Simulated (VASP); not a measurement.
Here is a VASP 6.6.1 calculation.

INCAR

```
SYSTEM = C
PREC = Accurate
ENCUT = 520
EDIFF = 1E-7
ISMEAR = 0
SIGMA = 0.05
LREAL = .False.
LASPH = .True.
NELM = 100
ALGO = Normal
ISIF = 2
LWAVE = .False.
LCHARG = .True.
GGA = PE
IVDW = 12
LELF = .True.
LVHAR = .True.
NBANDS = 11
```

The input KPOINTS:

```
Automatic mesh
0
Gamma
  15 15 15
  0 0 0
```

File POSCAR:

```
C
1.0
    1.1556170365      0.6671958071      3.7795893467
   -1.1556170365      0.6671958071      3.7795893467
    0.0000000000     -1.3343916142      3.7795893467
C
2
Direct
    0.1640000000      0.1640000000      0.1640000000
    0.8360000000      0.8360000000      0.8360000000
```

Potentials or basis: VASP PAW PBE potentials, release 64 (C).

Run with:

```bash
$ cat potpaw_PBE.64/C/POTCAR > POTCAR
$ mpirun -np 1 vasp_std > vasp.out
```

Task: Predict the band gap on the k mesh.

Result: 0.32 eV, direct.

Task: Predict the largest force.

Result: 0.895 eV/Å.

Task: Estimate the pressure.

Result: 63.0 GPa.

Stress tensor (GPa, compression positive):
```
95.88  0.00  0.00
 0.00 95.88  0.00
 0.00  0.00 -2.71
```

 A k mesh can miss the band edges.
